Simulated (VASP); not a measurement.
# Ni in VASP: notebook

Aim: see how the results for Ni move with the level of theory and the settings. Levels: PBE, PBEsol. Tasks: single point.

Everything below comes from runs of VASP 6.6.1. Logs are shortened: lines on timing, memory, paths and dates and some standing lists are left out, and cuts for length are marked.

### 1 The cell of the first run

Symmetry: I4/mmm, No. 139, tetragonal system. The conventional cell has a = 2.457 Å, b = 2.457 Å, c = 3.545 Å, α = 90.00°, β = 90.00°, γ = 90.00°. Ni (site symmetry 4/mmm) has 12 Ni at 2.46 to 2.48 Å within 3.2 Å.

### 2 Single point, PBE, collinear spin, ferromagnetic start

INCAR

```
PREC = Accurate
ENCUT = 520
EDIFF = 1E-6
ISMEAR = -1
SIGMA = 0.05
LREAL = False
LASPH = True
NELM = 150
ALGO = Normal
ISIF = 2
LWAVE = False
LCHARG = True
ISPIN = 2
MAGMOM = 1
LORBIT = 11
LMAXMIX = 4
GGA = PE
LELF = True
LVHAR = True
NBANDS = 15
```

KPOINTS

```
Automatic mesh
0
Gamma
  11 11 11
```

POSCAR

```
Ni
1.0
    0.0000000000      1.7375729330      1.7723243917
    1.7375729330      0.0000000000      1.7723243917
    1.7375729330      1.7375729330      0.0000000000
Ni
1
Direct
    0.0000000000      0.0000000000      0.0000000000
```

Potentials or basis: VASP PAW PBE potentials, release 64 (Ni).

Launch:

```
> cat potpaw_PBE.64/Ni/POTCAR > POTCAR
> mpirun -np 1 vasp_std > vasp.out
```

OUTCAR:

```text
PREC = Accurate
   ENCUT = 520
   EDIFF = 1E-6
   ISMEAR = -1
   LREAL = False
   LASPH = True
   NELM = 150
   ISIF = 2
   ISPIN = 2
   LORBIT = 11
   GGA = PE

 ion  position               nearest neighbor table
   1  0.000  0.000  0.000-

  LATTYP: Found a body centered tetragonal cell.
 ALAT       =     2.4572992075
 C/A-ratio  =     1.4424978337

  Lattice vectors:

 A1 = (  -1.7375729330,   0.0000000000,   1.7723243917)
 A2 = (   1.7375729330,   0.0000000000,   1.7723243917)
 A3 = (   0.0000000000,   1.7375729330,  -1.7723243917)

Analysis of symmetry for initial positions (statically):
=====================================================================
 Subroutine PRICEL returns:
 Original cell was already a primitive cell.

 Routine SETGRP: Setting up the symmetry group for a
 body centered tetragonal supercell.

 Subroutine GETGRP returns: Found 16 space group operations
 (whereof 16 operations were pure point group operations)
 out of a pool of 16 trial point group operations.

The static configuration has the point symmetry D_4h.

Analysis of symmetry for dynamics (positions and initial velocities):
=====================================================================
 Subroutine PRICEL returns:
 Original cell was already a primitive cell.

 Routine SETGRP: Setting up the symmetry group for a
 body centered tetragonal supercell.

 Subroutine GETGRP returns: Found 16 space group operations
 (whereof 16 operations were pure point group operations)
 out of a pool of 16 trial point group operations.

The dynamic configuration has the point symmetry D_4h.

Analysis of structural, dynamic, and magnetic symmetry:
=====================================================================
 Subroutine PRICEL returns:
 Original cell was already a primitive cell.

 Routine SETGRP: Setting up the symmetry group for a
 body centered tetragonal supercell.

 Subroutine GETGRP returns: Found 16 space group operations
 (whereof 16 operations were pure point group operations)
 out of a pool of 16 trial point group operations.

The overall configuration has the point symmetry D_4h.

 Subroutine INISYM returns: Found 16 space group operations
 (whereof 16 operations are pure point group operations),
 and found     1 'primitive' translations

----------------------------------------------------------------------------------------

                                     Primitive cell

  volume of cell :      10.7019

  direct lattice vectors                    reciprocal lattice vectors
     0.000000000  1.737572933  1.772324392    -0.287757705  0.287757705  0.282115397
     1.737572933  0.000000000  1.772324392     0.287757705 -0.287757705  0.282115397
     1.737572933  1.737572933  0.000000000     0.287757705  0.287757705 -0.282115397
[... 117 lines left out ...]
   NGX =  9   NGY =  9   NGZ =  9

 number of electron      10.0000005 magnetization       0.5747067

 Free energy of the ion-electron system (eV)
  ---------------------------------------------------
  ext. energy  EPLUGINS =         0.00000000
  ---------------------------------------------------
  free energy    TOTEN  =        -5.47541356 eV

  energy without entropy =       -5.46157559  energy(sigma->0) =       -5.46849457

 E-fermi :   9.6012     XC(G=0): -13.3527

 val. band max:        9.5812167753   @ k =   0.3636   0.2727   0.0000
 cond. band min:       9.6257469809   @ k =   0.3636   0.2727   0.0000
 fundamental gap:      0.0445302056
 Fermi energy:         9.6011857239

 spin component 1

 k-point     1 :       0.0000    0.0000    0.0000
  band No.  band energies     occupation
      1       0.4904      1.00000
      2       7.0843      1.00000
      3       7.2100      1.00000
      4       7.2100      1.00000
      5       8.2942      1.00000
      6       8.4314      1.00000
      7      33.4857      0.00000
      8      37.3215      0.00000
      9      37.5485      0.00000
     10      37.5485      0.00000
     11      40.4345      0.00000
     12      40.4345      0.00000
     13      40.5563      0.00000
     14      43.3650      0.00000
[... 403 lines left out ...]
      4       7.8404      1.00000
      5       7.9634      1.00000
      6       9.1415      0.99990
      7      24.9374      0.00000
      8      25.7668      0.00000
      9      36.1696      0.00000
     10      37.3729      0.00000
     11      38.9440      0.00000
     12      42.0435      0.00000
     13      42.8747      0.00000
     14      48.1973      0.00000
     15      50.7605      0.00000

 [... further k-points ...]

 spin component 2

 k-point     1 :       0.0000    0.0000    0.0000
  band No.  band energies     occupation
      1       0.4484      1.00000
      2       7.7839      1.00000
      3       7.9043      1.00000
      4       7.9043      1.00000
      5       8.8389      1.00000
      6       8.9713      1.00000
      7      33.3239      0.00000
      8      37.2782      0.00000
      9      37.5262      0.00000
     10      37.5262      0.00000
     11      40.5146      0.00000
     12      40.5146      0.00000
     13      40.6548      0.00000
     14      43.2360      0.00000
[... 403 lines left out ...]
      4       8.4762      1.00000
      5       8.5675      1.00000
      6       9.7726      0.03145
      7      25.0656      0.00000
      8      25.8380      0.00000
      9      36.1290      0.00000
     10      37.4183      0.00000
     11      38.8449      0.00000
     12      42.0810      0.00000
     13      42.9744      0.00000
     14      48.3468      0.00000
     15      50.7500      0.00000

 [... further k-points ...]
[... 5 lines left out ...]
  --------------------------------------------------------------------------------------
  -------------------------------------------------------------------------------------
  Total        0.2768069      0.2768069      0.0922165      0.0000000      0.0000000     -0.0000000
  in kB       41.4408041     41.4408041     13.8057544      0.0000000      0.0000000     -0.0000000
  external PRESSURE =      32.2291209 kB  Pullay stress =       0.0000000 kB

 VOLUME and BASIS-vectors are now :
 -----------------------------------------------------------------------------
  energy-cutoff  :      520.00
  volume of cell :       10.70
      direct lattice vectors                 reciprocal lattice vectors
     0.000000000  1.737572933  1.772324392    -0.287757705  0.287757705  0.282115397
     1.737572933  0.000000000  1.772324392     0.287757705 -0.287757705  0.282115397
     1.737572933  1.737572933  0.000000000     0.287757705  0.287757705 -0.282115397

 POSITION                                       TOTAL-FORCE (eV/Angst)
 -----------------------------------------------------------------------------------
      0.00000      0.00000      0.00000         0.000000      0.000000     -0.000000
 -----------------------------------------------------------------------------------
    total drift:                                0.000000     -0.000000      0.000000

  FREE ENERGIE OF THE ION-ELECTRON SYSTEM (eV)
  ---------------------------------------------------
  free  energy   TOTEN  =        -5.4754135576 eV

  energy  without entropy=       -5.4615755902  energy(sigma->0) =       -5.46849457

 total charge

# of ion       s       p       d       tot
------------------------------------------
    1        0.503   0.512   8.324   9.340

 magnetization (x)

# of ion       s       p       d       tot
------------------------------------------
    1       -0.008  -0.026   0.620   0.586
```

OSZICAR:

```text
N       E                     dE             d eps       ncg     rms          rms(c)
DAV:   1     0.323546360395E+02    0.32355E+02   -0.41788E+03  8020   0.857E+02
DAV:   2    -0.509394370863E+01   -0.37449E+02   -0.34686E+02  8575   0.161E+02
DAV:   3    -0.648126434340E+01   -0.13873E+01   -0.13762E+01  9338   0.305E+01
DAV:   4    -0.648957931230E+01   -0.83150E-02   -0.83138E-02  9301   0.225E+00
DAV:   5    -0.648967630438E+01   -0.96992E-04   -0.96991E-04  9399   0.215E-01    0.101E+01
DAV:   6    -0.580577983810E+01    0.68390E+00   -0.13118E+01 10976   0.400E+01    0.584E+00
DAV:   7    -0.549403796295E+01    0.31174E+00   -0.22973E+00 10024   0.150E+01    0.192E+00
DAV:   8    -0.547832440051E+01    0.15714E-01   -0.24717E-02  9647   0.111E+00    0.929E-01
DAV:   9    -0.547597267893E+01    0.23517E-02   -0.15356E-03 12562   0.235E-01    0.256E-01
DAV:  10    -0.547541040322E+01    0.56228E-03   -0.64328E-04 12357   0.137E-01    0.368E-02
DAV:  11    -0.547541309022E+01   -0.26870E-05   -0.12929E-05  9661   0.256E-02    0.246E-02
DAV:  12    -0.547541355765E+01   -0.46743E-06   -0.73645E-07  8230   0.625E-03
   1 F= -.54754136E+01 E0= -.54684946E+01  d E =-.138380E-01  mag=     0.5748
```

Run time: 26 s. Hardware: 1 thread of Intel Xeon 6975P-C, shared host; peak memory 0.15 GiB.

What came out:

```
Free energy                                           : -5.4754 eV
Pressure                                              : 3.2 GPa
Net moment                                            : 0.57 μB per cell
Site moments                                          : Ni +0.59 μB
Valence electrons inside the program's atomic spheres : Ni 9.34
```

Stress tensor (GPa, compression positive):
```
4.14 0.00 0.00
0.00 4.14 0.00
0.00 0.00 1.38
```

### 3 Single point, PBE, collinear spin, ferromagnetic start

This run uses another cell than the first one, of 10.91 Å³/atom, 1.020 times its volume.

INCAR

```
ALGO = Normal
EDIFF = 1E-6
ENCUT = 520
GGA = PE
ISIF = 2
ISMEAR = -1
ISPIN = 2
LASPH = T
LCHARG = T
LELF = T
LMAXMIX = 4
LORBIT = 11
LREAL = F
LVHAR = T
LWAVE = F
MAGMOM = 1
NBANDS = 15
NELM = 150
PREC = Accurate
SIGMA = 0.05
```

KPOINTS

```
k-points
0
Gamma
  11 11 11
```

POSCAR

```
Ni
1.0
    0.0000000000      1.7375729330      1.8070758503
    1.7375729330      0.0000000000      1.8070758503
    1.7375729330      1.7375729330      0.0000000000
Ni
1
Direct
    0.0000000000      0.0000000000      0.0000000000
```

Potentials or basis: VASP PAW PBE potentials, release 64 (Ni).

Launch:

```
> cat potpaw_PBE.64/Ni/POTCAR > POTCAR
> mpirun -np 1 vasp_std > vasp.out
```

OUTCAR:

```text
EDIFF = 1E-6
   ENCUT = 520
   GGA = PE
   ISIF = 2
   ISMEAR = -1
   ISPIN = 2
   LASPH = T
   LORBIT = 11
   LREAL = F
   NELM = 150
   PREC = Accurate

 ion  position               nearest neighbor table
   1  0.000  0.000  0.000-

  LATTYP: Found a body centered tetragonal cell.
 ALAT       =     2.4572992075
 C/A-ratio  =     1.4707821049

  Lattice vectors:

[... 1064 lines left out ...]
     15      49.2747      0.00000

 [... further k-points ...]
[... 5 lines left out ...]
  --------------------------------------------------------------------------------------
  -------------------------------------------------------------------------------------
  Total        0.0822808      0.0822808     -0.2855211      0.0000000      0.0000000     -0.0000000
  in kB       12.0813809     12.0813809    -41.9233834      0.0000000      0.0000000     -0.0000000
  external PRESSURE =      -5.9202072 kB  Pullay stress =       0.0000000 kB

 VOLUME and BASIS-vectors are now :
 -----------------------------------------------------------------------------
  energy-cutoff  :      520.00
  volume of cell :       10.91
      direct lattice vectors                 reciprocal lattice vectors
     0.000000000  1.737572933  1.807075850    -0.287757705  0.287757705  0.276690101
     1.737572933  0.000000000  1.807075850     0.287757705 -0.287757705  0.276690101
     1.737572933  1.737572933  0.000000000     0.287757705  0.287757705 -0.276690101

 POSITION                                       TOTAL-FORCE (eV/Angst)
 -----------------------------------------------------------------------------------
      0.00000      0.00000      0.00000         0.000000      0.000000     -0.000000
 -----------------------------------------------------------------------------------
    total drift:                                0.000000     -0.000000      0.000000

  FREE ENERGIE OF THE ION-ELECTRON SYSTEM (eV)
  ---------------------------------------------------
  free  energy   TOTEN  =        -5.4734873678 eV

  energy  without entropy=       -5.4590730126  energy(sigma->0) =       -5.46628019

 total charge

# of ion       s       p       d       tot
------------------------------------------
    1        0.495   0.495   8.316   9.305

 magnetization (x)

# of ion       s       p       d       tot
------------------------------------------
    1       -0.007  -0.026   0.624   0.590
```

OSZICAR:

```text
N       E                     dE             d eps       ncg     rms          rms(c)
DAV:   1     0.329319345961E+02    0.32932E+02   -0.42091E+03  8021   0.857E+02
DAV:   2    -0.505565100275E+01   -0.37988E+02   -0.35283E+02  8442   0.162E+02
DAV:   3    -0.647946895865E+01   -0.14238E+01   -0.14088E+01  9345   0.309E+01
DAV:   4    -0.648817810129E+01   -0.87091E-02   -0.87075E-02  9203   0.229E+00
DAV:   5    -0.648828432645E+01   -0.10623E-03   -0.10622E-03  9598   0.230E-01    0.990E+00
DAV:   6    -0.582416535243E+01    0.66412E+00   -0.13483E+01 10997   0.404E+01    0.603E+00
DAV:   7    -0.549114344412E+01    0.33302E+00   -0.24346E+00 10250   0.153E+01    0.185E+00
DAV:   8    -0.547648288625E+01    0.14661E-01   -0.24278E-02  9484   0.107E+00    0.925E-01
DAV:   9    -0.547407717709E+01    0.24057E-02   -0.15821E-03 12528   0.240E-01    0.257E-01
DAV:  10    -0.547348262247E+01    0.59455E-03   -0.76767E-04 12331   0.155E-01    0.399E-02
DAV:  11    -0.547348679085E+01   -0.41684E-05   -0.10788E-05  8836   0.257E-02    0.231E-02
DAV:  12    -0.547348736779E+01   -0.57694E-06   -0.11546E-06  8506   0.704E-03
   1 F= -.54734874E+01 E0= -.54662802E+01  d E =-.144144E-01  mag=     0.5773
```

Wall time 27 s (1 thread of Intel Xeon 6975P-C, shared host); peak memory 0.15 GiB.

Results:

| Quantity | Value |
| --- | --- |
| Free energy | -5.4735 eV |
| Pressure | -0.6 GPa |
| Net moment | 0.58 μB per cell |
| Site moments | Ni +0.59 μB |
| Valence electrons inside the program's atomic spheres | Ni 9.30 |

### 4 Single point, PBEsol, collinear spin, zero start

This run uses another cell than the first one, of 10.49 Å³/atom, 0.980 times its volume.

INCAR

```
SYSTEM = Ni
PREC = Accurate
ENCUT = 520
EDIFF = 1E-7
ISMEAR = -1
SIGMA = 0.05
LREAL = .False.
LASPH = .True.
NELM = 150
ALGO = Normal
ISIF = 2
LWAVE = .False.
LCHARG = .False.
ISPIN = 2
MAGMOM = 0
LORBIT = 11
NUPDOWN = 0.0
LMAXMIX = 4
GGA = PS
NBANDS = 15
```

KPOINTS

```
regular mesh
0
Gamma
  11 11 11
  0 0 0
```

POSCAR

```
Ni
1.0
    0.0000000000      1.7375729330      1.7375729330
    1.7375729330      0.0000000000      1.7375729330
    1.7375729330      1.7375729330      0.0000000000
Ni
1
Direct
    0.0000000000      0.0000000000      0.0000000000
```

Launch:

```
> cat potpaw_PBE.64/Ni/POTCAR > POTCAR
> mpirun -np 1 vasp_std > vasp.out
```

Wall time 10 s (1 thread of Intel Xeon 6975P-C, shared host); peak memory 0.13 GiB.

Results (log left out):

| Quantity | Value |
| --- | --- |
| Free energy | -6.0908 eV |
| Pressure | -3.4 GPa |
| Net moment | 0.00 μB per cell |
| Valence electrons inside the program's atomic spheres | Ni 9.38 |

Caveat: the PAW data sets were made with another functional, which shifts forces and pressure a little; the total moment is fixed, so each spin has its own Fermi level.

### 5 Single point, PBEsol, collinear spin, ferromagnetic start

This run uses another cell than the first one, of 10.49 Å³/atom, 0.980 times its volume.

INCAR

```
PREC     = Accurate       # precision mode
ENCUT    = 520            # plane-wave cutoff, eV
EDIFF    = 1E-7           # SCF threshold, eV
ISMEAR   = -1             # smearing method
SIGMA    = 0.05           # smearing width, eV
LREAL    = False          # projectors in reciprocal space
LASPH    = True           # aspherical terms in the spheres
NELM     = 150            # most SCF steps
ALGO     = Normal         # electronic algorithm
ISIF     = 2              # what is computed and relaxed
LWAVE    = False          # write WAVECAR
LCHARG   = True           # write CHGCAR
ISPIN    = 2              # spin polarisation
MAGMOM   = 0.2            # initial moments
LORBIT   = 11             # projections on sites
NUPDOWN  = 0.2            # fixed moment
LMAXMIX  = 4              # l up to which the mixer works
GGA      = PS             # functional
LELF     = True           # ELF
LVHAR    = True         
NBANDS   = 15             # bands
```

KPOINTS

```
Automatic mesh
0
Gamma
  11 11 11
```

POSCAR is that of step 4.

Launch:

```
> cat potpaw_PBE.64/Ni/POTCAR > POTCAR
> mpirun -np 1 vasp_std > vasp.out
```

Wall time 13 s (1 thread of Intel Xeon 6975P-C, shared host); peak memory 0.13 GiB.

The run converged. Its results:

| Item | Value |
| --- | --- |
| Free energy | -6.0981 eV |
| Pressure | -3.3 GPa |
| Net moment | 0.20 μB per cell |
| Site moments | Ni +0.20 μB |
| Valence electrons inside the program's atomic spheres | Ni 9.38 |

Caveat: the PAW data sets were made with another functional, which shifts forces and pressure a little; the total moment is fixed, so each spin has its own Fermi level.

### 6 Single point, PBEsol, collinear spin, ferromagnetic start

This run uses another cell than the first one, of 10.49 Å³/atom, 0.980 times its volume.

INCAR

```
SYSTEM = Ni
PREC     = Accurate       ! precision mode
ENCUT    = 520            ! plane-wave cutoff, eV
EDIFF    = 1E-6           ! SCF threshold, eV
ISMEAR   = -1             ! smearing method
SIGMA    = 0.05           ! smearing width, eV
LREAL    = .FALSE.        ! projectors in reciprocal space
LASPH    = .TRUE.         ! aspherical terms in the spheres
NELM     = 150            ! most SCF steps
ALGO     = Normal         ! electronic algorithm
ISIF     = 2              ! what is computed and relaxed
LWAVE    = .FALSE.        ! write WAVECAR
LCHARG   = .TRUE.         ! write CHGCAR
ISPIN    = 2              ! spin polarisation
MAGMOM   = 0.5            ! initial moments
LORBIT   = 11             ! projections on sites
NUPDOWN  = 0.5            ! fixed moment
LMAXMIX  = 4              ! l up to which the mixer works
GGA      = PS             ! functional
LELF     = .TRUE.         ! ELF
LVHAR    = .TRUE.       
NBANDS   = 15             ! bands
```

KPOINTS

```
Automatic mesh
0
G
  11 11 11
  0 0 0
```

POSCAR is that of step 5.

Potentials or basis: VASP PAW PBE potentials, release 64 (Ni).

Launch:

```
> cat potpaw_PBE.64/Ni/POTCAR > POTCAR
> mpirun -np 1 vasp_std > vasp.out
```

Run time: 11 s. Hardware: 1 thread of Intel Xeon 6975P-C, shared host; peak memory 0.13 GiB.

The run converged. Its results:

| Property | Result |
| --- | --- |
| Free energy | -6.1338 eV |
| Pressure | -2.8 GPa |
| Net moment | 0.50 μB per cell |
| Site moments | Ni +0.51 μB |
| Valence electrons inside the program's atomic spheres | Ni 9.38 |

Caveat: the PAW data sets were made with another functional, which shifts forces and pressure a little; the total moment is fixed, so each spin has its own Fermi level.

### 7 Overview

| level | spin | fixed moment (μB) | cell | gap on the mesh (eV) | pressure (GPa) | moment (μB) |
| --- | --- | --- | --- | --- | --- | --- |
| PBE | collinear, ferromagnetic start | - | a = 2.482, b = 2.482, c = 2.457 Å, angles 60.3, 60.3, 59.3°, 1 atom | none | 3.2 | 0.57 |
| PBE | collinear, ferromagnetic start | - | a = 2.507, b = 2.507, c = 2.457 Å, angles 60.7, 60.7, 58.7°, 1 atom | none | -0.6 | 0.58 |
| PBEsol | collinear, zero start | 0.0 | a = 2.457 Å, angles 60.0°, 1 atom | - | -3.4 | 0.00 |
| PBEsol | collinear, ferromagnetic start | 0.2 | a = 2.457 Å, angles 60.0°, 1 atom | - | -3.3 | 0.20 |
| PBEsol | collinear, ferromagnetic start | 0.5 | a = 2.457 Å, angles 60.0°, 1 atom | - | -2.8 | 0.50 |

Alike in all rows: task single point; potentials or basis VASP PAW PBE potentials, release 64 (Ni); k mesh 11 × 11 × 11; cutoff (eV) 520; smearing fermi-dirac 0.05 eV.

Caveats: the PAW data sets were made with another functional, which shifts forces and pressure a little (some runs); the total moment is fixed, so each spin has its own Fermi level (some runs).

Total energies depend on the potentials used, so only differences within one code and one set of settings carry meaning.
